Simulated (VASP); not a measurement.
Set up this calculation in VASP 6.6.1, as the native input.

* Task: single point
* Functional: PBE
* Dispersion: D3(BJ)
* Potentials or basis: VASP PAW PBE potentials, release 64 (Al, Au)
* Cutoff: 520 eV
* k mesh: 5 × 4 × 1
* Occupations: gaussian, width 0.1 eV
* Spin: no spin polarisation
* Dipole correction: yes
* Further INCAR settings: LREAL = Auto; ALGO = Normal; EDIFF = 1e-07; NBANDS = 44

The structure of Al16Au lies in POSCAR:

```
Al16Au
1.0
    5.6324246412      0.0000000000      0.0000000000
    0.0000000000      7.9654513166      0.0000000000
    0.0000000000      0.0000000000     21.2293510975
Al Au
16 1
Direct
    0.2500000000      0.2500000000      0.1884183827
    0.2500000000      0.7500000000      0.1884183827
    0.7500000000      0.2500000000      0.1884183827
    0.7500000000      0.7500000000      0.1884183827
    0.0000000000      0.0000000000      0.2547466541
    0.0000000000      0.5000000000      0.2547466541
    0.5000000000      0.0000000000      0.2547466541
    0.5000000000      0.5000000000      0.2547466541
    0.2500000000      0.2500000000      0.3240951258
    0.2500000000      0.7500000000      0.3240951258
    0.7500000000      0.2500000000      0.3240951258
    0.7500000000      0.7500000000      0.3240951258
    0.0000000000      0.0000000000      0.3876402562
    0.0000000000      0.5000000000      0.3876402562
    0.5000000000      0.0000000000      0.3876402562
    0.5000000000      0.5000000000      0.3876402562
    0.2500000000      0.0625000000      0.4912703667
```

These files were run (other wordings do the same):

INCAR

```
SYSTEM = Al16Au
  PREC = Accurate
  ENCUT = 520
  EDIFF = 1E-7
  ISMEAR = 0
  SIGMA = 0.1
  LREAL = Auto
  LASPH = .True.
  NELM = 60
  ALGO = Normal
  ISIF = 2
  LWAVE = .False.
  LCHARG = .False.
  LDIPOL = .True.
  IDIPOL = 3
  DIPOL = 0.5 0.5 0.301
  GGA = PE
  IVDW = 12
  NBANDS = 44
```

KPOINTS

```
regular mesh
0
Gamma
  5 4 1
  0 0 0
```

Potentials or basis: VASP PAW PBE potentials, release 64 (Al, Au).

Launch:

```console
$ cat potpaw_PBE.64/Al/POTCAR potpaw_PBE.64/Au/POTCAR > POTCAR
$ mpirun -np 1 vasp_std > vasp.out
```

It gave:

```yaml
Largest_force: 1.363 eV/Å
Band_gap_on_the_k_mesh: zero (an odd number of electrons rules out a gap without spin polarisation)
Dispersion_energy_per_atom: -0.215 eV
```

Caveat: spin-orbit coupling is left out, which moves the levels of the heavy elements.

Wall time 9.3 min on 1 thread of Intel(R) Xeon(R) 6975P-C (Granite Rapids), with other jobs on the host, peak memory 0.87 GiB.
